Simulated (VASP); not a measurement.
Write the native input for VASP 6.6.1 that does the following.

```
Task                   : single point
Functional             : PBEsol
Potentials or basis    : VASP PAW PBE potentials, release 64 (Hf_pv, N)
Cutoff                 : 520 eV
k mesh                 : 16 × 16 × 16
Occupations            : gaussian, width 0.1 eV
Spin                   : no spin polarisation
Dipole correction      : no
Further INCAR settings : ALGO = Normal; EDIFF = 1e-06; NBANDS = 14
```

The structure of HfN lies in POSCAR:

```
HfN
1.0
    0.0000000000      2.2049218793      2.2049218793
    2.2049218793      0.0000000000      2.2049218793
    2.2049218793      2.2049218793      0.0000000000
Hf N
1 1
Direct
    0.0000000000      0.0000000000      0.0000000000
    0.5000000000      0.5000000000      0.5000000000
```

This cell differs from its parent crystal: volume scaled by 0.94.

The input as run:

INCAR

```
SYSTEM = HfN
PREC = Accurate
ENCUT = 520
EDIFF = 1E-6
ISMEAR = 0
SIGMA = 0.1
LREAL = .False.
LASPH = .True.
NELM = 100
ALGO = Normal
ISIF = 2
LWAVE = .False.
LCHARG = .True.
GGA = PS
LELF = .True.
LVHAR = .True.
NBANDS = 14
```

KPOINTS

```
regular mesh
0
Gamma
  16 16 16
  0 0 0
```

Potentials or basis: VASP PAW PBE potentials, release 64 (Hf_pv, N).

Command:

```sh
$ cat potpaw_PBE.64/Hf_pv/POTCAR potpaw_PBE.64/N/POTCAR > POTCAR
$ mpirun -np 1 vasp_std > vasp.out
```

Results of the run:

```yaml
Pressure: 17.8 GPa
```

Caveat: the PAW data sets were made with another functional, which shifts forces and pressure a little.

Run time: 34 s on 1 thread of AMD EPYC 9R45 (Zen 5), with other jobs on the host, peak memory 0.14 GiB.
